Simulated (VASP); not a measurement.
Input of a VASP 6.6.1 run:

Contents of INCAR:

```
SYSTEM = TiB2
PREC = Accurate
ENCUT = 520
EDIFF = 1E-6
ISMEAR = 0
SIGMA = 0.1
LREAL = .FALSE.
LASPH = .TRUE.
NELM = 80
ALGO = Normal
ISIF = 2
LWAVE = .FALSE.
LCHARG = .TRUE.
GGA = PS
LELF = .TRUE.
LVHAR = .TRUE.
NBANDS = 16
```

File KPOINTS:

```
Automatic mesh
0
G
  15 15 12
  0 0 0
```

File POSCAR:

```
TiB2
1.0
    3.0173463143      0.0000000029      0.0000000000
   -1.5086731596      2.6130985587      0.0000000000
    0.0000000000      0.0000000000      3.1847519821
Ti B
1 2
Direct
    0.0000000000      0.0000000000      0.0000000000
    0.3333333333      0.6666666667      0.5000000000
    0.6666666667      0.3333333333      0.5000000000
```

Potentials or basis: VASP PAW PBE potentials, release 64 (Ti_sv, B).

Command:

```bash
$ cat potpaw_PBE.64/Ti_sv/POTCAR potpaw_PBE.64/B/POTCAR > POTCAR
$ mpirun -np 1 vasp_std > vasp.out
```

Task: Estimate the band gap on the k mesh.

Result: Zero (bands 9 and 10 overlap by 0.72 eV).

Task: What does it give for the pressure?

Result: 0.4 GPa.

Stress tensor (GPa, compression positive):
```
0.47 0.00 0.00
0.00 0.47 0.00
0.00 0.00 0.35
```

Caveat: the PAW data sets were made with another functional, which shifts forces and pressure a little.
